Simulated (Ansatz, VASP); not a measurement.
AlN in VASP and in Ansatz

POSCAR

```
AlN
1.0
    3.1110021516      0.0000000000      0.0000000000
   -1.5555010758      2.6942068945      0.0000000000
    0.0000000000      0.0000000000      4.9780000000
Al N
2 2
Direct
    0.3333333333      0.6666666667      0.0156428106
    0.6666666667      0.3333333333      0.5156428106
    0.3333333333      0.6666666667      0.3548674166
    0.6666666667      0.3333333333      0.8548674166
```

INCAR.step1

```
SYSTEM = AlN
PREC = Accurate
ENCUT = 520
ISMEAR = 0
SIGMA = 0.05
LREAL = .FALSE.
LASPH = .TRUE.
NELM = 80
NBANDS = 16
GGA = PE
ALGO = Normal
EDIFF = 1E-4
LWAVE = .TRUE.
LCHARG = .FALSE.
```

Contents of INCAR.step2:

```
SYSTEM = AlN
PREC = Accurate
ENCUT = 520
EDIFF = 1E-6
ISMEAR = 0
SIGMA = 0.05
LREAL = .FALSE.
LASPH = .TRUE.
NELM = 80
ALGO = Normal
ISIF = 2
LWAVE = .FALSE.
LCHARG = .FALSE.
METAGGA = R2SCAN
LMIXTAU = .TRUE.
NBANDS = 16
ISTART = 1
```

File KPOINTS:

```
regular mesh
0
G
  12 12 6
  0 0 0
```

Input for Ansatz:

```yaml
crystal:
  lattice:
    - [3.1110021516, 0.0, 0.0]
    - [-1.5555010758, 2.6942068945, 0.0]
    - [0.0, 0.0, 4.978]
  atoms:
    - { symbol: Al, position: [0.3333333333, 0.6666666667, 0.0156428106] }
    - { symbol: Al, position: [0.6666666667, 0.3333333333, 0.5156428106] }
    - { symbol: "N", position: [0.3333333333, 0.6666666667, 0.3548674166] }
    - { symbol: "N", position: [0.6666666667, 0.3333333333, 0.8548674166] }
basis:
  ecutwfc: 500
kpoints:
  mp_grid: { grid: [12, 12, 6] }
hamiltonian:
  xc: r2scan
scf:
  occupations: { method: gaussian, width: 0.05 }
output:
  forces: true
  stress: true
  eigenvalues: true
```

Change from the starting cell: mode 7 (591.5 1/cm) frozen in, largest displacement -0.150 Å.

Alike in both runs: task single point; functional r2SCAN; k mesh 12 × 12 × 6; occupations gaussian, width 0.05 eV; no spin polarisation.

|  | VASP | Ansatz |
| --- | --- | --- |
| version | VASP 6.6.1 | Ansatz 0.2.0 |
| potentials or method | VASP PAW PBE potentials, release 64 (Al, N), cutoff 520 eV | scalar-relativistic, plane waves, PAW |
| valence electrons in the cell | 16 | 16 |

Ansatz gave:

* gap on the k mesh at the Fermi level (eV): 4.71
* least direct gap on the mesh (eV): 4.71
* pressure (GPa): 7.4
* traceless stress, the component that is largest in VASP (GPa): 30.60
* rms of the force components (eV/Å): 2.801

Problem. Which values does VASP return?

Solution. gap on the k mesh at the Fermi level (eV): 4.74; least direct gap on the mesh (eV): 4.74; pressure (GPa): 7.2; traceless stress, the component that is largest in VASP (GPa): 31.28; rms of the force components (eV/Å): 2.845.

VASP's potentials were made for PBE, not for r2SCAN. Atom by atom the forces differ by 0.044 eV/Å (rms over components). The functional is the same, so the differences come from potentials, cutoffs and numerics.
